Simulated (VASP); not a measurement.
Here is a VASP 6.6.1 calculation.

File INCAR:

```
SYSTEM = Tl2ZnCdC6N6
PREC     = Accurate       ! precision mode
ENCUT    = 520            ! plane-wave cutoff, eV
EDIFF    = 1E-7           ! SCF threshold, eV
ISMEAR   = 0              ! smearing method
SIGMA    = 0.1            ! smearing width, eV
LREAL    = Auto         
LASPH    = .TRUE.         ! aspherical terms in the spheres
NELM     = 80             ! most SCF steps
ALGO     = Normal         ! electronic algorithm
ISIF     = 2              ! what is computed and relaxed
LWAVE    = .FALSE.        ! write WAVECAR
LCHARG   = .TRUE.         ! write CHGCAR
GGA      = PE             ! functional
LELF     = .TRUE.         ! ELF
LVHAR    = .TRUE.       
NBANDS   = 66             ! bands
```

The input KPOINTS:

```
regular mesh
0
G
  4 4 4
  0 0 0
```

The input POSCAR:

```
Tl2ZnCdC6N6
1.0
    0.0000000000      5.7062500666      5.7062500666
    5.7062500666      0.0000000000      5.7062500666
    5.7062500666      5.7062500666      0.0000000000
Zn Tl Cd C N
1 2 1 6 6
Direct
    0.5000000000      0.5000000000      0.5000000000
    0.2500000000      0.2500000000      0.2500000000
    0.7500000000      0.7500000000      0.7500000000
    0.0000000000      0.0000000000      0.0000000000
    0.7894669156      0.2105330844      0.2105330844
    0.2105330844      0.7894669156      0.2105330844
    0.2105330844      0.2105330844      0.7894669156
    0.2105330844      0.7894669156      0.7894669156
    0.7894669156      0.2105330844      0.7894669156
    0.7894669156      0.7894669156      0.2105330844
    0.6869596665      0.3130403335      0.3130403335
    0.3130403335      0.6869596665      0.3130403335
    0.3130403335      0.3130403335      0.6869596665
    0.3130403335      0.6869596665      0.6869596665
    0.6869596665      0.3130403335      0.6869596665
    0.6869596665      0.6869596665      0.3130403335
```

Potentials or basis: VASP PAW PBE potentials, release 64 (Zn, Tl_d, Cd, C, N).

The run is started by

```bash
$ cat potpaw_PBE.64/Zn/POTCAR potpaw_PBE.64/Tl_d/POTCAR potpaw_PBE.64/Cd/POTCAR potpaw_PBE.64/C/POTCAR potpaw_PBE.64/N/POTCAR > POTCAR
$ mpirun -np 1 vasp_std > vasp.out
```

**Question.** Predict the largest force.

**Answer.** 0.380 eV/Å.

**Question.** Estimate the pressure.

**Answer.** 0.6 GPa.

**Question.** What does it give for the band gap on the k mesh?

**Answer.** 2.52 eV.

Forces on the atoms (eV/Å):
```
Zn   0.000  0.000  0.000
Tl   0.000  0.000  0.000
Tl   0.000  0.000  0.000
Cd   0.000  0.000  0.000
C   -0.374  0.000  0.000
C    0.000 -0.374  0.000
C    0.000  0.000 -0.374
C    0.374  0.000  0.000
C    0.000  0.374  0.000
C    0.000  0.000  0.374
N    0.380  0.000  0.000
N    0.000  0.380  0.000
N    0.000  0.000  0.380
N   -0.380  0.000  0.000
N    0.000 -0.380  0.000
N    0.000  0.000 -0.380
```

Caveat: spin-orbit coupling is left out, which moves the levels of the heavy elements. A k mesh can miss the band edges.
